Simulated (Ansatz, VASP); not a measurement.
**Ti in VASP and in Ansatz**

```xyz
1
Lattice="-1.6082 1.6410 1.6410 1.6082 -1.6410 1.6410 1.6082 1.6410 -1.6410" Properties=species:S:1:pos:R:3 pbc="T T T"
Ti    0.0000    0.0000    0.0000
```

Change from the starting cell: strain -0.0200 x Voigt [1, 0, 0, 0, 0, 0], atoms carried along.

Alike in both runs: task single point; functional r2SCAN; k mesh 20 × 20 × 20; occupations gaussian, width 0.15 eV; no spin polarisation.

|  | VASP | Ansatz |
| --- | --- | --- |
| version | VASP 6.6.1 | Ansatz 0.2.0 |
| potentials or method | VASP PAW PBE potentials, release 64 (Ti_sv), cutoff 520 eV | scalar-relativistic, plane waves, PAW |
| valence electrons in the cell | 12 | 12 |

|  | VASP | Ansatz | Ansatz less VASP |
| --- | --- | --- | --- |
| gap on the k mesh at the Fermi level (eV) | none | none | - |
| pressure (GPa) | -0.4 | -0.7 | -0.29 |
| traceless stress, the component that is largest in VASP (GPa) | -0.56 | -0.55 | +0.006 |

VASP's potentials were made for PBE, not for r2SCAN. A gap of «none» marks a metal or a gap that the smearing closes.
